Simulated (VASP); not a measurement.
A run of VASP 6.6.1 is set up as follows.

File INCAR:

```
SYSTEM = BaF2
PREC = Accurate ; ENCUT = 600
EDIFF = 1E-6 ; ISMEAR = 0
SIGMA = 0.01 ; LREAL = .False.
LASPH = .True. ; NELM = 120
ALGO = Normal ; ISIF = 2
LWAVE = .False. ; LCHARG = .False.
GGA = PE ; NBANDS = 19
GGA_COMPAT = .False.
```

Contents of KPOINTS:

```
Automatic mesh
0
Gamma
  8 8 8
  0 0 0
```

File POSCAR:

```
BaF2
1.0
    0.0000000000      3.0971666807      3.0971666807
    3.0971666807      0.0000000000      3.0971666807
    3.0971666807      3.0971666807      0.0000000000
Ba F
1 2
Direct
    0.0000000000      0.0000000000      0.0000000000
    0.2500000000      0.2500000000      0.2500000000
    0.7500000000      0.7500000000      0.7500000000
```

Potentials or basis: VASP PAW PBE potentials, release 64 (Ba_sv, F).

Launch:

```bash
$ cat potpaw_PBE.64/Ba_sv/POTCAR potpaw_PBE.64/F/POTCAR > POTCAR
$ mpirun -np 1 vasp_std > vasp.out
```

(1) What does it give for the pressure?

(2) What does it give for the band gap on the k mesh?

Answers

(1) 2.5 GPa.

(2) 6.78 eV (least direct gap 6.86 eV).

Caveat: spin-orbit coupling is left out, which moves the levels of the heavy elements.
